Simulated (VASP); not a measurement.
# TaN (P6_3mc) in VASP: further runs, part 2 of 2

VASP 6.6.1. The steps go on from the part before.

## Step 3: Single point, r2SCAN

This run uses another cell than the first one, of 11.90 Å³/atom.

The input, POSCAR:

```
TaN
1.0
    3.0188832446      0.0000000000      0.0000000000
   -1.5094416223      2.6144295808      0.0000000000
    0.0000000000      0.0000000000      6.0332888617
Ta N
2 2
Direct
    0.3333333333      0.6666666667      0.0332166034
    0.6666666667      0.3333333333      0.5332166034
    0.3333333333      0.6666666667      0.3517833966
    0.6666666667      0.3333333333      0.8517833966
```

The input, INCAR.step1:

```
ALGO     = Normal         # electronic algorithm
EDIFF    = 1E-4           # SCF threshold, eV
ENCUT    = 520            # plane-wave cutoff, eV
GGA      = PE             # functional
ISMEAR   = 0              # smearing method
LASPH    = T              # aspherical terms in the spheres
LCHARG   = F              # write CHGCAR
LREAL    = F              # projectors in reciprocal space
LWAVE    = T              # write WAVECAR
NBANDS   = 24             # bands
NELM     = 80             # most SCF steps
PREC     = Accurate       # precision mode
SIGMA    = 0.1            # smearing width, eV
```

The input, INCAR.step2:

```
ALGO     = Normal         # electronic algorithm
EDIFF    = 1E-7           # SCF threshold, eV
ENCUT    = 520            # plane-wave cutoff, eV
ISIF     = 2              # what is computed and relaxed
ISMEAR   = 0              # smearing method
ISTART   = 1            
LASPH    = T              # aspherical terms in the spheres
LCHARG   = F              # write CHGCAR
LMIXTAU  = T            
LREAL    = F              # projectors in reciprocal space
LWAVE    = F              # write WAVECAR
METAGGA  = R2SCAN         # meta-GGA
NBANDS   = 24             # bands
NELM     = 80             # most SCF steps
PREC     = Accurate       # precision mode
SIGMA    = 0.1            # smearing width, eV
```

The input, KPOINTS:

```
k-points
0
Gamma
  18 18 8
```

Potentials or basis: VASP PAW PBE potentials, release 64 (Ta_pv, N).

The run is started by

```
> cat potpaw_PBE.64/Ta_pv/POTCAR potpaw_PBE.64/N/POTCAR > POTCAR
> cp INCAR.step1 INCAR
> mpirun -np 1 vasp_std > vasp.out
> cp INCAR.step2 INCAR
> mpirun -np 1 vasp_std > vasp.out
```

OUTCAR:

```text
EDIFF = 1E-7
   ENCUT = 520
   ISIF = 2
   ISMEAR = 0
   ISTART = 1
   LASPH = T
   LREAL = F
   METAGGA = R2SCAN
   NELM = 80
   PREC = Accurate

 ion  position               nearest neighbor table
   1  0.333  0.667  0.033-   3 1.92   4 2.06   4 2.06   4 2.06   2 3.48   2 3.48   2 3.48   2 3.48
                             2 3.48   2 3.48
   2  0.667  0.333  0.533-   4 1.92   3 2.06   3 2.06   3 2.06   1 3.48   1 3.48   1 3.48   1 3.48
                             1 3.48   1 3.48
   3  0.333  0.667  0.352-   1 1.92   2 2.06   2 2.06   2 2.06
   4  0.667  0.333  0.852-   2 1.92   1 2.06   1 2.06   1 2.06

  LATTYP: Found a hexagonal cell.
 ALAT       =     3.0188832446
 C/A-ratio  =     1.9985167934

  Lattice vectors:

 A1 = (   3.0188832446,   0.0000000000,   0.0000000000)
 A2 = (  -1.5094416223,   2.6144295808,   0.0000000000)
 A3 = (   0.0000000000,   0.0000000000,   6.0332888617)

Analysis of symmetry for initial positions (statically):
=====================================================================
 Subroutine PRICEL returns:
[... 177 lines left out ...]

 E-fermi :   7.3494     XC(G=0): -13.5432

 val. band max:        7.3386047374   @ k =   0.1111  -0.0000   0.3750
 cond. band min:       7.3498086804   @ k =   0.0556  -0.0000   0.5000
 fundamental gap:      0.0112039431
 Fermi energy:         7.3493643205

 k-point     1 :       0.0000    0.0000    0.0000
  band No.  band energies     occupation
      1     -29.5742      2.00000
      2     -29.0934      2.00000
      3     -28.6896      2.00000
      4     -28.6896      2.00000
      5     -28.6533      2.00000
      6     -28.6533      2.00000
[... 637 lines left out ...]
     23      13.5936      0.00000
     24      14.5307      0.00000

 [... further k-points ...]

------------------------ aborting loop because EDIFF is reached ----------------------------------------

  FORCE on cell =-STRESS in cart. coord.  units (eV):
  Direction    XX          YY          ZZ          XY          YZ          ZX
  --------------------------------------------------------------------------------------
  -------------------------------------------------------------------------------------
  Total        7.8402073      7.8402073      8.1674182      0.0000000      0.0000000     -0.0000000
  in kB      263.7914657    263.7914657    274.8008002      0.0000000      0.0000000     -0.0000000
  external PRESSURE =     267.4612439 kB  Pullay stress =       0.0000000 kB

 VOLUME and BASIS-vectors are now :
 -----------------------------------------------------------------------------
  energy-cutoff  :      520.00
  volume of cell :       47.62
      direct lattice vectors                 reciprocal lattice vectors
     3.018883245  0.000000000  0.000000000     0.331248319  0.191246306  0.000000000
    -1.509441622  2.614429581  0.000000000     0.000000000  0.382492612  0.000000000
     0.000000000  0.000000000  6.033288862     0.000000000  0.000000000  0.165747078

 POSITION                                       TOTAL-FORCE (eV/Angst)
 -----------------------------------------------------------------------------------
     -0.00000      1.74295      0.20041         0.000000      0.000000     -0.045560
      1.50944      0.87148      3.21705        -0.000000      0.000000     -0.045560
     -0.00000      1.74295      2.12241         0.000000     -0.000000      0.045560
      1.50944      0.87148      5.13906        -0.000000     -0.000000      0.045560
 -----------------------------------------------------------------------------------
    total drift:                               -0.000000      0.000000      0.001497

  FREE ENERGIE OF THE ION-ELECTRON SYSTEM (eV)
  ---------------------------------------------------
  free  energy   TOTEN  =      -118.7647951923 eV

  energy  without entropy=     -118.7618463206  energy(sigma->0) =     -118.76332076
```

OSZICAR.step1:

```text
N       E                     dE             d eps       ncg     rms          rms(c)
DAV:   1     0.274192144097E+03    0.27419E+03   -0.17632E+04  8880   0.139E+03
DAV:   2    -0.358232227142E+02   -0.31002E+03   -0.29469E+03 10720   0.408E+02
DAV:   3    -0.494782354312E+02   -0.13655E+02   -0.13501E+02 10992   0.845E+01
DAV:   4    -0.496304434836E+02   -0.15221E+00   -0.15204E+00 10464   0.948E+00
DAV:   5    -0.496325826917E+02   -0.21392E-02   -0.21385E-02 11264   0.948E-01    0.393E+01
DAV:   6    -0.432098355172E+02    0.64227E+01   -0.27183E+01 10832   0.358E+01    0.158E+01
DAV:   7    -0.430087222139E+02    0.20111E+00   -0.15274E+00 10464   0.883E+00    0.103E+01
DAV:   8    -0.429607722243E+02    0.47950E-01   -0.16053E-01 11072   0.333E+00    0.136E+00
DAV:   9    -0.429555059883E+02    0.52662E-02   -0.18481E-02 10912   0.854E-01    0.182E-01
DAV:  10    -0.429555125358E+02   -0.65474E-05   -0.11964E-03 10808   0.318E-01    0.580E-02
DAV:  11    -0.429554798297E+02    0.32706E-04   -0.11753E-04  7336   0.883E-02
   1 F= -.42955480E+02 E0= -.42953664E+02  d E =-.363218E-02
```

Wall time 8.7 min (1 thread of Intel Xeon Platinum 8488C (Sapphire Rapids), shared host); peak memory 0.32 GiB.

What came out:

| Property | Result |
| --- | --- |
| Free energy | -118.7648 eV |
| Pressure | 26.7 GPa |
| Largest force | 0.046 eV/Å |
| Band gap on the k mesh | zero (bands 16 and 17 overlap by 0.13 eV) |

Forces on the atoms (eV/Å):
```
Ta   0.000  0.000 -0.046
Ta   0.000  0.000 -0.046
N    0.000  0.000  0.046
N    0.000  0.000  0.046
```

Caveat: the cell stands under pressure; the PAW data sets were made with another functional, which shifts forces and pressure a little; spin-orbit coupling is left out, which moves the levels of the heavy elements.

## Step 4: Single point, r2SCAN

This run uses another cell than the first one, of 12.40 Å³/atom.

The input, POSCAR:

```
TaN
1.0
    3.0744459016      0.0000000000      0.0000000000
   -1.5372229508      2.6625482533      0.0000000000
    0.0000000000      0.0000000000      6.0574011566
Ta N
2 2
Direct
    0.3333333333      0.6666666667      0.0322360393
    0.6666666667      0.3333333333      0.5322360393
    0.3333333333      0.6666666667      0.3527639607
    0.6666666667      0.3333333333      0.8527639607
```

The input, INCAR.step1:

```
PREC = Accurate
ENCUT = 520
ISMEAR = 0
SIGMA = 0.1
LREAL = F
LASPH = T
NELM = 60
NBANDS = 24
GGA = PE
ALGO = Normal
EDIFF = 1E-4
LWAVE = T
LCHARG = F
```

The input, INCAR.step2:

```
PREC = Accurate
ENCUT = 520
EDIFF = 1E-6
ISMEAR = 0
SIGMA = 0.1
LREAL = F
LASPH = T
NELM = 60
ALGO = Normal
ISIF = 2
LWAVE = F
LCHARG = F
METAGGA = R2SCAN
LMIXTAU = T
NBANDS = 24
ISTART = 1
```

The input, KPOINTS:

```
regular mesh
0
Gamma
  18 18 8
```

Potentials or basis: VASP PAW PBE potentials, release 64 (Ta_pv, N).

The run is started by

```
> cat potpaw_PBE.64/Ta_pv/POTCAR potpaw_PBE.64/N/POTCAR > POTCAR
> cp INCAR.step1 INCAR
> mpirun -np 1 vasp_std > vasp.out
> cp INCAR.step2 INCAR
> mpirun -np 1 vasp_std > vasp.out
```

OUTCAR:

```text
PREC = Accurate
   ENCUT = 520
   EDIFF = 1E-6
   ISMEAR = 0
   LREAL = F
   LASPH = T
   NELM = 60
   ISIF = 2
   METAGGA = R2SCAN
   ISTART = 1

 ion  position               nearest neighbor table
   1  0.333  0.667  0.032-   3 1.94   4 2.08   4 2.08   4 2.08   2 3.51   2 3.51   2 3.51   2 3.51
                             2 3.51   2 3.51
   2  0.667  0.333  0.532-   4 1.94   3 2.08   3 2.08   3 2.08   1 3.51   1 3.51   1 3.51   1 3.51
                             1 3.51   1 3.51
   3  0.333  0.667  0.353-   1 1.94   2 2.08   2 2.08   2 2.08
   4  0.667  0.333  0.853-   2 1.94   1 2.08   1 2.08   1 2.08

  LATTYP: Found a hexagonal cell.
 ALAT       =     3.0744459016
 C/A-ratio  =     1.9702415819

  Lattice vectors:

 A1 = (   3.0744459016,   0.0000000000,   0.0000000000)
 A2 = (  -1.5372229508,   2.6625482533,   0.0000000000)
 A3 = (   0.0000000000,   0.0000000000,   6.0574011566)

Analysis of symmetry for initial positions (statically):
=====================================================================
 Subroutine PRICEL returns:
 Original cell was already a primitive cell.
[... 176 lines left out ...]

 E-fermi :   6.9846     XC(G=0): -13.3002

 val. band max:        6.9741644677   @ k =   0.3333   0.2778   0.0000
 cond. band min:       6.9917808127   @ k =   0.1111   0.0000   0.3750
 fundamental gap:      0.0176163450
 Fermi energy:         6.9846418444

 k-point     1 :       0.0000    0.0000    0.0000
  band No.  band energies     occupation
      1     -29.9695      2.00000
      2     -29.5454      2.00000
      3     -29.2122      2.00000
      4     -29.2122      2.00000
      5     -29.1788      2.00000
      6     -29.1788      2.00000
[... 637 lines left out ...]
     23      12.8374      0.00000
     24      13.7779      0.00000

 [... further k-points ...]

------------------------ aborting loop because EDIFF is reached ----------------------------------------

  FORCE on cell =-STRESS in cart. coord.  units (eV):
  Direction    XX          YY          ZZ          XY          YZ          ZX
  --------------------------------------------------------------------------------------
  -------------------------------------------------------------------------------------
  Total        4.0656783      4.0656783      4.3602877      0.0000000     -0.0000000      0.0000000
  in kB      131.3690062    131.3690062    140.8883392      0.0000000     -0.0000000      0.0000000
  external PRESSURE =     134.5421172 kB  Pullay stress =       0.0000000 kB

 VOLUME and BASIS-vectors are now :
 -----------------------------------------------------------------------------
  energy-cutoff  :      520.00
  volume of cell :       49.59
      direct lattice vectors                 reciprocal lattice vectors
     3.074445902  0.000000000  0.000000000     0.325261862  0.187790024  0.000000000
    -1.537222951  2.662548253  0.000000000     0.000000000  0.375580048  0.000000000
     0.000000000  0.000000000  6.057401157     0.000000000  0.000000000  0.165087300

 POSITION                                       TOTAL-FORCE (eV/Angst)
 -----------------------------------------------------------------------------------
     -0.00000      1.77503      0.19527         0.000000     -0.000000     -0.046997
      1.53722      0.88752      3.22397        -0.000000      0.000000     -0.046997
     -0.00000      1.77503      2.13683         0.000000     -0.000000      0.046997
      1.53722      0.88752      5.16553        -0.000000      0.000000      0.046997
 -----------------------------------------------------------------------------------
    total drift:                               -0.000000      0.000000      0.000335

  FREE ENERGIE OF THE ION-ELECTRON SYSTEM (eV)
  ---------------------------------------------------
  free  energy   TOTEN  =      -119.0093970578 eV

  energy  without entropy=     -119.0059322539  energy(sigma->0) =     -119.00766466
```

OUTCAR.step1:

```text
PREC = Accurate
   ENCUT = 520
   ISMEAR = 0
   LREAL = F
[... 882 lines left out ...]
     -0.00000      1.77503      0.19527         0.000000      0.000000     -0.185630
      1.53722      0.88752      3.22397        -0.000000     -0.000000     -0.185630
     -0.00000      1.77503      2.13683        -0.000000      0.000000      0.185630
      1.53722      0.88752      5.16553         0.000000     -0.000000      0.185630
 -----------------------------------------------------------------------------------
    total drift:                               -0.000000      0.000000      0.003100

  FREE ENERGIE OF THE ION-ELECTRON SYSTEM (eV)
  ---------------------------------------------------
  free  energy   TOTEN  =       -43.2302686496 eV

  energy  without entropy=      -43.2264812307  energy(sigma->0) =      -43.22837494
```

OSZICAR.step1:

```text
N       E                     dE             d eps       ncg     rms          rms(c)
DAV:   1     0.273055701297E+03    0.27306E+03   -0.17571E+04  8880   0.138E+03
DAV:   2    -0.362804050529E+02   -0.30934E+03   -0.29460E+03 10760   0.404E+02
DAV:   3    -0.498225370291E+02   -0.13542E+02   -0.13375E+02 11032   0.829E+01
DAV:   4    -0.499791463814E+02   -0.15661E+00   -0.15643E+00 10304   0.949E+00
DAV:   5    -0.499813611058E+02   -0.22147E-02   -0.22136E-02 11416   0.961E-01    0.367E+01
DAV:   6    -0.435235208478E+02    0.64578E+01   -0.28705E+01 10768   0.357E+01    0.146E+01
DAV:   7    -0.432853324285E+02    0.23819E+00   -0.16407E+00 10368   0.891E+00    0.976E+00
DAV:   8    -0.432364111445E+02    0.48921E-01   -0.19162E-01 11104   0.356E+00    0.137E+00
DAV:   9    -0.432303133205E+02    0.60978E-02   -0.20567E-02 10856   0.897E-01    0.197E-01
DAV:  10    -0.432302935965E+02    0.19724E-04   -0.13226E-03 10816   0.325E-01    0.631E-02
DAV:  11    -0.432302686496E+02    0.24947E-04   -0.11015E-04  7192   0.836E-02
   1 F= -.43230269E+02 E0= -.43228375E+02  d E =-.378742E-02
```

Run time: 7.3 min. Hardware: 1 thread of Intel Xeon Platinum 8488C (Sapphire Rapids), shared host; peak memory 0.31 GiB.

What came out:

- Free energy: -119.0094 eV
- Pressure: 13.5 GPa
- Largest force: 0.047 eV/Å
- Band gap on the k mesh: zero (bands 16 and 17 overlap by 0.20 eV)

Forces in eV/Å, atoms in the order of the input:
```
Ta   0.000  0.000 -0.047
Ta   0.000  0.000 -0.047
N    0.000  0.000  0.047
N    0.000  0.000  0.047
```

Caveat: the cell stands under pressure; the PAW data sets were made with another functional, which shifts forces and pressure a little; spin-orbit coupling is left out, which moves the levels of the heavy elements.

## Step 5: Single point, r2SCAN

This run uses another cell than the first one, of 12.75 Å³/atom.

The input, POSCAR:

```
TaN
1.0
    3.1134073687      0.0000000000      0.0000000000
   -1.5567036844      2.6962898737      0.0000000000
    0.0000000000      0.0000000000      6.0758200991
Ta N
2 2
Direct
    0.3333333333      0.6666666667      0.0315759308
    0.6666666667      0.3333333333      0.5315759308
    0.3333333333      0.6666666667      0.3534240692
    0.6666666667      0.3333333333      0.8534240692
```

The input, INCAR.step1:

```
SYSTEM = TaN
ALGO = Normal
EDIFF = 1E-4
ENCUT = 520
GGA = PE
ISMEAR = 0
LASPH = .True.
LCHARG = .False.
LREAL = .False.
LWAVE = .True.
NBANDS = 24
NELM = 80
PREC = Accurate
SIGMA = 0.1
```

The input, INCAR.step2:

```
SYSTEM = TaN
ALGO = Normal
EDIFF = 1E-7
ENCUT = 520
ISIF = 2
ISMEAR = 0
ISTART = 1
LASPH = .True.
LCHARG = .True.
LELF = .True.
LMIXTAU = .True.
LREAL = .False.
LVHAR = .True.
LWAVE = .False.
METAGGA = R2SCAN
NBANDS = 24
NELM = 80
PREC = Accurate
SIGMA = 0.1
```

The input, KPOINTS:

```
k-points
0
Gamma
  18 18 8
  0 0 0
```

The run is started by

```
> cat potpaw_PBE.64/Ta_pv/POTCAR potpaw_PBE.64/N/POTCAR > POTCAR
> cp INCAR.step1 INCAR
> mpirun -np 1 vasp_std > vasp.out
> cp INCAR.step2 INCAR
> mpirun -np 1 vasp_std > vasp.out
```

Wall time 8.1 min (1 thread of Intel Xeon Platinum 8488C (Sapphire Rapids), shared host); peak memory 0.32 GiB.

It converged, with:

```yaml
Free_energy: -119.0919 eV
Pressure: 5.3 GPa
Largest_force: 0.037 eV/Å
Band_gap_on_the_k_mesh: zero (bands 16 and 17 overlap by 0.25 eV)
```

Forces on the atoms (eV/Å):
```
Ta   0.000  0.000 -0.037
Ta   0.000  0.000 -0.037
N    0.000  0.000  0.037
N    0.000  0.000  0.037
```

Stress tensor (GPa, compression positive):
```
5.00 0.00 0.00
0.00 5.00 0.00
0.00 0.00 5.79
```

Levels at points of the mesh, in eV from the Fermi level:
```
           k point  band 12  band 13  band 14  band 15  band 16  band 17  band 18  band 19  band 20  band 21
(0.00, 0.00, 0.00)    -5.75    -4.82    -4.82    -0.90    -0.83     0.22     0.22     2.43     2.43     2.85
(0.50, 0.00, 0.00)    -6.00    -5.15    -3.97    -2.49    -0.64     1.22     2.43     2.86     3.74     4.19
(0.00, 0.00, 0.50)    -5.34    -5.34    -5.34     0.08     0.08     1.07     1.07     1.07     1.07     4.92
(0.50, 0.00, 0.50)    -5.93    -5.14    -5.14    -1.09    -1.09     1.64     1.64     3.63     3.63     4.93
```

Caveat: the cell stands under pressure; the PAW data sets were made with another functional, which shifts forces and pressure a little; spin-orbit coupling is left out, which moves the levels of the heavy elements.

## Step 6: Summary

| potentials or basis | cell | cutoff (eV) | gap on the mesh (eV) | pressure (GPa) | largest force (eV/Å) |
| --- | --- | --- | --- | --- | --- |
| VASP PAW PBE potentials, release 64 (Ta_sv_GW, N) | a = 3.134, b = 3.134, c = 6.087 Å, angles 90.0, 90.0, 120.0°, 4 atoms, atomic positions A | 660 | none | 0.1 | 0.03 |
| VASP PAW PBE potentials, release 64 (Ta_pv, N) | a = 3.019, b = 3.019, c = 6.033 Å, angles 90.0, 90.0, 120.0°, 4 atoms, atomic positions B | 520 | none | 26.7 | 0.05 |
| VASP PAW PBE potentials, release 64 (Ta_pv, N) | a = 3.074, b = 3.074, c = 6.057 Å, angles 90.0, 90.0, 120.0°, 4 atoms, atomic positions A | 520 | none | 13.5 | 0.05 |
| VASP PAW PBE potentials, release 64 (Ta_pv, N) | a = 3.113, b = 3.113, c = 6.076 Å, angles 90.0, 90.0, 120.0°, 4 atoms, atomic positions A | 520 | none | 5.3 | 0.04 |

Alike in all rows: task single point; level r2SCAN; no spin polarisation; k mesh 18 × 18 × 8; smearing gaussian 0.1 eV.

Caveats: the PAW data sets were made with another functional, which shifts forces and pressure a little; spin-orbit coupling is left out, which moves the levels of the heavy elements; the cell stands under pressure (at least some runs).

Total energies depend on the potentials used, so only differences within one code and one set of settings carry meaning.
